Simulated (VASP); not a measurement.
Wanted: the native input for a VASP 6.6.1 run.

| Property | Result |
| --- | --- |
| Task | relaxation of cell and atoms |
| Functional | PBE |
| Potentials or basis | VASP PAW PBE potentials, release 64 (Ge_d, Sb, Te) |
| Cutoff | 600 eV |
| k mesh | 4 × 4 × 4 |
| Occupations | gaussian, width 0.1 eV |
| Spin | no spin polarisation |
| Dipole correction | no |
| Further INCAR settings | ALGO = Normal; EDIFF = 1e-07; IBRION = 2; EDIFFG = -0.04; NSW = 90; ISIF = 3 |

The structure of GeSbTe3 lies in POSCAR:

```
GeSbTe3
1.0
    4.8635511700      0.0000000000      0.0000000000
    0.0000000000      4.8635511700      0.0000000000
    0.0000000000      0.0000000000      6.1541174900
Ge Sb Te
1 1 3
Direct
    0.5000000000      0.5000000000      0.6620000000
    0.0000000000      0.0000000000      0.0000000000
    0.5000000000      0.5000000000      0.1059000000
    0.0000000000      0.5000000000      0.5000000000
    0.5000000000      0.0000000000      0.5000000000
```

The cell was generated, and may not be a known phase.

These files were run (other wordings do the same):

INCAR

```
PREC = Accurate
ENCUT = 600
EDIFF = 1E-7
ISMEAR = 0
SIGMA = 0.1
LREAL = F
LASPH = T
NELM = 100
ALGO = Normal
ISIF = 3
LWAVE = F
LCHARG = F
GGA = PE
IBRION = 2
NSW = 90
EDIFFG = -0.04
```

KPOINTS

```
regular mesh
0
Gamma
  4 4 4
```

Potentials or basis: VASP PAW PBE potentials, release 64 (Ge_d, Sb, Te).

Command:

```sh
$ cat potpaw_PBE.64/Ge_d/POTCAR potpaw_PBE.64/Sb/POTCAR potpaw_PBE.64/Te/POTCAR > POTCAR
$ mpirun -np 1 vasp_std > vasp.out
```

It gave:

```yaml
Relaxed_volume: 33.75 Å³/atom
Relaxed_cell: a = 4.301 Å, b = 4.301 Å, c = 9.121 Å, α = 90.00°, β = 90.00°, γ = 90.00°
Space_group_after_relaxing_to_0.1_Å: P4mm (No. 99)
Energy_gained_by_relaxing: 209.0 meV/atom
Ionic_steps: 36
Pressure_after_relaxing: 0.1 GPa
Largest_force_after_relaxing: 0.037 eV/Å
Band_gap_on_the_k_mesh: zero (an odd number of electrons rules out a gap without spin polarisation)
```

Caveat: the volume moved by over 15 % at a fixed basis, so the end points are rough; the highest band is partly filled, so the run has too few bands; spin-orbit coupling is left out, which moves the levels of the heavy elements; this functional lacks dispersion, which binds layers or chains, so the pressure and a relaxed spacing across them are unreliable.

It took 22 min on 1 thread of Intel(R) Xeon(R) Platinum 8488C (Sapphire Rapids), with other jobs on the host, peak memory 0.32 GiB.
